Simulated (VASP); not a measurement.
# CoO (Fm-3m) in VASP: notebook, part 2 of 2

VASP 6.6.1. Earlier steps stand in the parts before.

## (3) Single point, PBEsol, collinear spin, ferromagnetic start (volume scaled by 0.98)

The input, INCAR:

```
ALGO     = Normal         # electronic algorithm
EDIFF    = 1E-6           # SCF threshold, eV
ENCUT    = 520            # plane-wave cutoff, eV
GGA      = PS             # functional
ISIF     = 2              # what is computed and relaxed
ISMEAR   = -1             # smearing method
ISPIN    = 2              # spin polarisation
LASPH    = T              # aspherical terms in the spheres
LCHARG   = F              # write CHGCAR
LMAXMIX  = 4              # l up to which the mixer works
LORBIT   = 11             # projections on sites
LREAL    = F              # projectors in reciprocal space
LWAVE    = F              # write WAVECAR
MAGMOM   = 2 0            # initial moments
NBANDS   = 18             # bands
NELM     = 150            # most SCF steps
PREC     = Accurate       # precision mode
SIGMA    = 0.05           # smearing width, eV
```

The input, KPOINTS:

```
k-points
0
Gamma
  16 16 16
```

The input, POSCAR:

```
CoO
1.0
    0.0000000000      2.1171941998      2.1171941998
    2.1171941998      0.0000000000      2.1171941998
    2.1171941998      2.1171941998      0.0000000000
Co O
1 1
Direct
    0.0000000000      0.0000000000      0.0000000000
    0.5000000000      0.5000000000      0.5000000000
```

Potentials or basis: VASP PAW PBE potentials, release 64 (Co, O).

Launch:

```
> cat potpaw_PBE.64/Co/POTCAR potpaw_PBE.64/O/POTCAR > POTCAR
> mpirun -np 1 vasp_std > vasp.out
```

OUTCAR:

```text
EDIFF = 1E-6
   ENCUT = 520
   GGA = PS
   ISIF = 2
   ISMEAR = -1
   ISPIN = 2
   LASPH = T
   LORBIT = 11
   LREAL = F
   NELM = 150
   PREC = Accurate

 ion  position               nearest neighbor table
   1  0.000  0.000  0.000-   2 2.12   2 2.12   2 2.12   2 2.12   2 2.12   2 2.12
   2  0.500  0.500  0.500-   1 2.12   1 2.12   1 2.12   1 2.12   1 2.12   1 2.12

  LATTYP: Found a face centered cubic cell.
 ALAT       =     4.2343883996

  Lattice vectors:

 A1 = (   0.0000000000,   2.1171941998,   2.1171941998)
 A2 = (   2.1171941998,   0.0000000000,   2.1171941998)
 A3 = (   2.1171941998,   2.1171941998,   0.0000000000)

Analysis of symmetry for initial positions (statically):
=====================================================================
 Subroutine PRICEL returns:
 Original cell was already a primitive cell.

 Routine SETGRP: Setting up the symmetry group for a
 face centered cubic supercell.

 Subroutine GETGRP returns: Found 48 space group operations
 (whereof 48 operations were pure point group operations)
 out of a pool of 48 trial point group operations.

The static configuration has the point symmetry O_h .

Analysis of symmetry for dynamics (positions and initial velocities):
=====================================================================
 Subroutine PRICEL returns:
 Original cell was already a primitive cell.

 Routine SETGRP: Setting up the symmetry group for a
 face centered cubic supercell.

 Subroutine GETGRP returns: Found 48 space group operations
 (whereof 48 operations were pure point group operations)
 out of a pool of 48 trial point group operations.

The dynamic configuration has the point symmetry O_h .

Analysis of structural, dynamic, and magnetic symmetry:
=====================================================================
 Subroutine PRICEL returns:
 Original cell was already a primitive cell.

 Routine SETGRP: Setting up the symmetry group for a
 face centered cubic supercell.
[... 139 lines left out ...]
 maximum number of plane-waves:       531
 NGX is ok and might be reduce to    24
   NGX = 11   NGY = 11   NGZ = 11

 number of electron      15.0000003 magnetization       2.8941181

 Free energy of the ion-electron system (eV)
  ---------------------------------------------------
  ext. energy  EPLUGINS =         0.00000000
  ---------------------------------------------------
  free energy    TOTEN  =       -13.98092747 eV

  energy without entropy =      -13.94730581  energy(sigma->0) =      -13.96411664

 E-fermi :   8.0769     XC(G=0): -12.7645

 val. band max:        8.0765797900   @ k =  -0.3125   0.1250   0.0000
 cond. band min:       8.0794863791   @ k =  -0.4375   0.3125   0.0000
 fundamental gap:      0.0029065891
 Fermi energy:         8.0768651588

 spin component 1

 k-point     1 :       0.0000    0.0000    0.0000
  band No.  band energies     occupation
      1     -12.3175      1.00000
      2       4.7755      1.00000
      3       4.7755      1.00000
      4       4.7755      1.00000
      5       4.7925      1.00000
      6       4.7925      1.00000
[... 493 lines left out ...]
     17      31.2237      0.00000
     18      33.9370      0.00000

 [... further k-points ...]

 spin component 2

 k-point     1 :       0.0000    0.0000    0.0000
  band No.  band energies     occupation
      1     -11.7908      1.00000
      2       5.3737      1.00000
      3       5.3737      1.00000
      4       5.3737      1.00000
      5       6.9332      1.00000
      6       6.9332      1.00000
[... 493 lines left out ...]
     17      32.0523      0.00000
     18      34.7756      0.00000

 [... further k-points ...]
[... 5 lines left out ...]
  --------------------------------------------------------------------------------------
  -------------------------------------------------------------------------------------
  Total       -1.0048315     -1.0048315     -1.0048315      0.0000000      0.0000000     -0.0000000
  in kB      -84.8187223    -84.8187223    -84.8187223      0.0000000      0.0000000     -0.0000000
  external PRESSURE =     -84.8187223 kB  Pullay stress =       0.0000000 kB

 VOLUME and BASIS-vectors are now :
 -----------------------------------------------------------------------------
  energy-cutoff  :      520.00
  volume of cell :       18.98
      direct lattice vectors                 reciprocal lattice vectors
     0.000000000  2.117194200  2.117194200    -0.236161614  0.236161614  0.236161614
     2.117194200  0.000000000  2.117194200     0.236161614 -0.236161614  0.236161614
     2.117194200  2.117194200  0.000000000     0.236161614  0.236161614 -0.236161614

 POSITION                                       TOTAL-FORCE (eV/Angst)
 -----------------------------------------------------------------------------------
      0.00000      0.00000      0.00000        -0.000000      0.000000     -0.000000
      2.11719      2.11719      2.11719         0.000000      0.000000      0.000000
 -----------------------------------------------------------------------------------
    total drift:                                0.000000     -0.000000     -0.000000

  FREE ENERGIE OF THE ION-ELECTRON SYSTEM (eV)
  ---------------------------------------------------
  free  energy   TOTEN  =       -13.9809274685 eV

  energy  without entropy=      -13.9473058128  energy(sigma->0) =      -13.96411664

 total charge

# of ion       s       p       d       tot
------------------------------------------
    1        0.302   0.373   7.158   7.833
    2        1.551   3.408   0.000   4.958
--------------------------------------------------
tot          1.853   3.781   7.158  12.792

 magnetization (x)

# of ion       s       p       d       tot
------------------------------------------
    1        0.020   0.018   2.499   2.537
    2        0.030   0.278   0.000   0.307
--------------------------------------------------
tot          0.050   0.295   2.499   2.844
```

OSZICAR:

```text
N       E                     dE             d eps       ncg     rms          rms(c)
DAV:   1     0.760806709501E+02    0.76081E+02   -0.65447E+03 10890   0.957E+02
DAV:   2    -0.115826192373E+02   -0.87663E+02   -0.76218E+02 10944   0.222E+02
DAV:   3    -0.162406538859E+02   -0.46580E+01   -0.44988E+01 12210   0.542E+01
DAV:   4    -0.162876686194E+02   -0.47015E-01   -0.46967E-01 12836   0.518E+00
DAV:   5    -0.162887045178E+02   -0.10359E-02   -0.10358E-02 12792   0.771E-01    0.162E+01
DAV:   6    -0.153355071737E+02    0.95320E+00   -0.16013E+01 13190   0.609E+01    0.195E+01
DAV:   7    -0.140820472298E+02    0.12535E+01   -0.69625E+00 12936   0.467E+01    0.792E+00
DAV:   8    -0.139975505751E+02    0.84497E-01   -0.35918E-01 14942   0.924E+00    0.421E+00
DAV:   9    -0.139869001137E+02    0.10650E-01   -0.21637E-01 15454   0.780E+00    0.273E+00
DAV:  10    -0.139860164332E+02    0.88368E-03   -0.46534E-02 15400   0.388E+00    0.112E+00
DAV:  11    -0.139810894583E+02    0.49270E-02   -0.41489E-02 14860   0.337E+00    0.381E-01
DAV:  12    -0.139809926097E+02    0.96849E-04   -0.35772E-03 13658   0.670E-01    0.116E-01
DAV:  13    -0.139809450079E+02    0.47602E-04   -0.23928E-04 13244   0.130E-01    0.832E-02
DAV:  14    -0.139809268904E+02    0.18118E-04   -0.44626E-05 15816   0.887E-02    0.164E-02
DAV:  15    -0.139809274685E+02   -0.57814E-06   -0.36746E-06 12858   0.191E-02
   1 F= -.13980927E+02 E0= -.13964117E+02  d E =-.336217E-01  mag=     2.8957
```

stdout:

```text
POSCAR found type information on POSCAR CoO
 POSCAR found :  2 types and       2 ions
 scaLAPACK will be used
 -----------------------------------------------------------------------------
|                                                                             |
|                                                                             |
|     You enforced a specific xc type in the INCAR file but a different       |
|     I HOPE YOU KNOW WHAT YOU ARE DOING!                                     |
|                                                                             |
 -----------------------------------------------------------------------------

 LDA part: xc-table for (Slater+PW92), standard interpolation
 POSCAR, INCAR and KPOINTS ok, starting setup
 FFT: planning ... GRIDC
 FFT: planning ... GRID_SOFT
 FFT: planning ... GRID
 WAVECAR not read
 entering main loop
```

Wall time 36 s (1 thread of Intel Xeon 6975P-C (Granite Rapids), shared host); peak memory 0.2 GiB.

Results:

* Free energy: -13.9809 eV
* Pressure: -8.5 GPa
* Net moment: 2.89 μB per cell
* Site moments: Co +2.54; O +0.31 μB
* Valence electrons inside the program's atomic spheres: Co 7.83; O 4.96

Caveat: the PAW data sets were made with another functional, which shifts forces and pressure a little; a cell with one magnetic atom can't hold antiferromagnetic order, which such compounds often take; semilocal functionals often make such compounds metallic where correlation or magnetic order opens a gap, which also shifts bond lengths.

## (4) Single point, PBEsol, collinear spin, ferromagnetic start (volume scaled by 1.02)

The input, INCAR:

```
SYSTEM = CoO
  PREC = Accurate
  ENCUT = 520
  EDIFF = 1E-6
  ISMEAR = -1
  SIGMA = 0.05
  LREAL = .False.
  LASPH = .True.
  NELM = 150
  ALGO = Normal
  ISIF = 2
  LWAVE = .False.
  LCHARG = .False.
  ISPIN = 2
  MAGMOM = 2 0
  LORBIT = 11
  LMAXMIX = 4
  GGA = PS
  NBANDS = 18
```

The input, KPOINTS:

```
Automatic mesh
0
Gamma
  16 16 16
  0 0 0
```

The input, POSCAR:

```
CoO
1.0
    0.0000000000      2.1456163054      2.1456163054
    2.1456163054      0.0000000000      2.1456163054
    2.1456163054      2.1456163054      0.0000000000
Co O
1 1
Direct
    0.0000000000      0.0000000000      0.0000000000
    0.5000000000      0.5000000000      0.5000000000
```

Launch:

```
> cat potpaw_PBE.64/Co/POTCAR potpaw_PBE.64/O/POTCAR > POTCAR
> mpirun -np 1 vasp_std > vasp.out
```

Wall time 34 s (1 thread of Intel Xeon 6975P-C (Granite Rapids), shared host); peak memory 0.2 GiB.

The run converged. Its results:

```
Free energy                                           : -13.9278 eV
Pressure                                              : -14.3 GPa
Band gap on the k mesh                                : zero (filled and empty bands overlap)
Net moment                                            : 2.97 μB per cell
Site moments                                          : Co +2.59; O +0.32 μB
Valence electrons inside the program's atomic spheres : Co 7.76; O 4.94
```

Levels at points of the mesh, in eV from the Fermi level:
Spin up:
```csv
k point,band 6,band 7,band 8,band 9,band 10,band 11,band 12,band 13
"(0.00, 0.00, 0.00)",-3.13,-3.13,-3.13,-3.13,0.73,16.50,17.74,17.74
"(0.50, 0.00, 0.00)",-2.43,-1.89,0.01,0.01,4.81,8.98,13.07,13.07
"(0.50, 0.50, 0.00)",-2.95,-2.47,-2.16,-2.16,5.54,9.49,11.35,15.30
```
Spin down:
```tsv
k point	band 3	band 4	band 5	band 6	band 7	band 8	band 9	band 10
(0.00, 0.00, 0.00)	-2.50	-2.50	-1.06	-1.06	-1.06	-0.10	-0.10	1.29
(0.50, 0.00, 0.00)	-4.56	-4.56	-0.11	-0.11	0.19	2.52	2.52	5.12
(0.50, 0.50, 0.00)	-3.75	-3.75	-2.16	0.14	0.14	0.35	0.79	6.38
```

Caveat: the PAW data sets were made with another functional, which shifts forces and pressure a little; a cell with one magnetic atom can't hold antiferromagnetic order, which such compounds often take; semilocal functionals often make such compounds metallic where correlation or magnetic order opens a gap, which also shifts bond lengths.

## (5) Single point, PBEsol, collinear spin, ferromagnetic start (volume scaled by 1.04)

The input, INCAR:

```
PREC = Accurate
ENCUT = 520
EDIFF = 1E-6
ISMEAR = -1
SIGMA = 0.05
LREAL = False
LASPH = True
NELM = 150
ALGO = Normal
ISIF = 2
LWAVE = False
LCHARG = False
ISPIN = 2
MAGMOM = 2 0
LORBIT = 11
LMAXMIX = 4
GGA = PS
NBANDS = 18
```

The input, KPOINTS:

```
regular mesh
0
Gamma
  16 16 16
```

The input, POSCAR:

```
CoO
1.0
    0.0000000000      2.1595492692      2.1595492692
    2.1595492692      0.0000000000      2.1595492692
    2.1595492692      2.1595492692      0.0000000000
Co O
1 1
Direct
    0.0000000000      0.0000000000      0.0000000000
    0.5000000000      0.5000000000      0.5000000000
```

Launch:

```
> cat potpaw_PBE.64/Co/POTCAR potpaw_PBE.64/O/POTCAR > POTCAR
> mpirun -np 1 vasp_std > vasp.out
```

Wall time 36 s (1 thread of Intel Xeon 6975P-C (Granite Rapids), shared host); peak memory 0.21 GiB.

The run converged. Its results:

```yaml
Free_energy: -13.8910 eV
Pressure: -16.9 GPa
Band_gap_on_the_k_mesh: zero (filled and empty bands overlap)
Net_moment: 2.99 μB per cell
Site_moments: Co +2.60; O +0.33 μB
Valence_electrons_inside_the_program's_atomic_spheres: Co 7.73; O 4.93
```

Levels at points of the mesh, in eV from the Fermi level:
Spin up:
| k point | band 6 | band 7 | band 8 | band 9 | band 10 | band 11 | band 12 | band 13 |
| --- | --- | --- | --- | --- | --- | --- | --- | --- |
| (0.00, 0.00, 0.00) | -3.10 | -3.05 | -3.05 | -3.05 | 0.64 | 16.44 | 17.59 | 17.59 |
| (0.50, 0.00, 0.00) | -2.43 | -1.90 | -0.04 | -0.04 | 4.77 | 8.80 | 12.95 | 12.95 |
| (0.50, 0.50, 0.00) | -2.95 | -2.51 | -2.17 | -2.17 | 5.41 | 9.38 | 11.27 | 15.09 |
Spin down:
```
           k point  band 4  band 5  band 6  band 7  band 8  band 9
(0.00, 0.00, 0.00)   -2.42   -1.02   -1.02   -1.02   -0.08   -0.08
(0.50, 0.00, 0.00)   -4.43   -0.11   -0.11    0.18    2.47    2.47
(0.50, 0.50, 0.00)   -3.64   -2.09    0.14    0.14    0.36    0.76
```

Caveat: the PAW data sets were made with another functional, which shifts forces and pressure a little; a cell with one magnetic atom can't hold antiferromagnetic order, which such compounds often take; semilocal functionals often make such compounds metallic where correlation or magnetic order opens a gap, which also shifts bond lengths.

## (6) Single point, PBEsol, collinear spin, ferromagnetic start (volume scaled by 0.94)

The input, INCAR:

```
SYSTEM = CoO
PREC     = Accurate       ! precision mode
ENCUT    = 600            ! plane-wave cutoff, eV
EDIFF    = 1E-6           ! SCF threshold, eV
ISMEAR   = -1             ! smearing method
SIGMA    = 0.05           ! smearing width, eV
LREAL    = .FALSE.        ! projectors in reciprocal space
LASPH    = .TRUE.         ! aspherical terms in the spheres
NELM     = 200            ! most SCF steps
ALGO     = Normal         ! electronic algorithm
ISIF     = 2              ! what is computed and relaxed
LWAVE    = .FALSE.        ! write WAVECAR
LCHARG   = .FALSE.        ! write CHGCAR
ISPIN    = 2              ! spin polarisation
MAGMOM   = 2 0            ! initial moments
LORBIT   = 11             ! projections on sites
LMAXMIX  = 4              ! l up to which the mixer works
GGA      = PS             ! functional
NBANDS   = 18             ! bands
GGA_COMPAT= .FALSE.
```

The input, KPOINTS:

```
regular mesh
0
G
  16 16 16
  0 0 0
```

The input, POSCAR:

```
CoO
1.0
    0.0000000000      2.0879877907      2.0879877907
    2.0879877907      0.0000000000      2.0879877907
    2.0879877907      2.0879877907      0.0000000000
Co O
1 1
Direct
    0.0000000000      0.0000000000      0.0000000000
    0.5000000000      0.5000000000      0.5000000000
```

Potentials or basis: VASP PAW PBE potentials, release 64 (Co, O).

Launch:

```
> cat potpaw_PBE.64/Co/POTCAR potpaw_PBE.64/O/POTCAR > POTCAR
> mpirun -np 1 vasp_std > vasp.out
```

Wall time 1.7 min (1 thread of Intel Xeon 8259CL, shared host); peak memory 0.22 GiB.

Results (log left out):

- Free energy: -14.0065 eV
- Pressure: -2.1 GPa
- Net moment: 2.72 μB per cell
- Site moments: Co +2.41; O +0.27 μB
- Valence electrons inside the program's atomic spheres: Co 7.92; O 4.97

Levels at points of the mesh, in eV from the Fermi level:
Spin up:
```
           k point  band 5  band 6  band 7  band 8  band 9  band 10  band 11  band 12  band 13  band 14
(0.00, 0.00, 0.00)   -3.23   -3.23   -3.14   -3.14   -3.14     1.17    16.74    18.40    18.40    18.40
(0.50, 0.00, 0.00)   -2.29   -2.29   -1.74    0.27    0.27     4.98     9.75    13.63    13.63    21.06
(0.50, 0.50, 0.00)   -4.14   -2.83   -2.20   -1.98   -1.98     6.11     9.99    11.76    16.24    16.24
```
Spin down:
| k point | band 4 | band 5 | band 6 | band 7 | band 8 | band 9 |
| --- | --- | --- | --- | --- | --- | --- |
| (0.00, 0.00, 0.00) | -2.98 | -1.25 | -1.25 | -1.25 | -0.25 | -0.25 |
| (0.50, 0.00, 0.00) | -5.22 | -0.16 | -0.16 | 0.17 | 2.66 | 2.66 |
| (0.50, 0.50, 0.00) | -4.31 | -2.54 | 0.15 | 0.15 | 0.27 | 0.86 |

Caveat: the PAW data sets were made with another functional, which shifts forces and pressure a little; a cell with one magnetic atom can't hold antiferromagnetic order, which such compounds often take; semilocal functionals often make such compounds metallic where correlation or magnetic order opens a gap, which also shifts bond lengths.

## (7) Summary

| cell | cutoff (eV) | gap on the mesh (eV) | pressure (GPa) | moment (μB) |
| --- | --- | --- | --- | --- |
| a = 2.974 Å, angles 60.0°, 2 atoms | 520 | none | -5.2 | 2.82 |
| a = 2.994 Å, angles 60.0°, 2 atoms | 520 | none | -8.5 | 2.89 |
| a = 3.034 Å, angles 60.0°, 2 atoms | 520 | none | -14.3 | 2.97 |
| a = 3.054 Å, angles 60.0°, 2 atoms | 520 | none | -16.9 | 2.99 |
| a = 2.953 Å, angles 60.0°, 2 atoms | 600 | none | -2.1 | 2.72 |

Alike in all rows: task single point; level PBEsol; potentials or basis VASP PAW PBE potentials, release 64 (Co, O); spin collinear, ferromagnetic start; k mesh 16 × 16 × 16; smearing fermi-dirac 0.05 eV.

Caveats: the PAW data sets were made with another functional, which shifts forces and pressure a little; a cell with one magnetic atom can't hold antiferromagnetic order, which such compounds often take; semilocal functionals often make such compounds metallic where correlation or magnetic order opens a gap, which also shifts bond lengths.

Absolute energies hang on the potentials; compare differences alone.
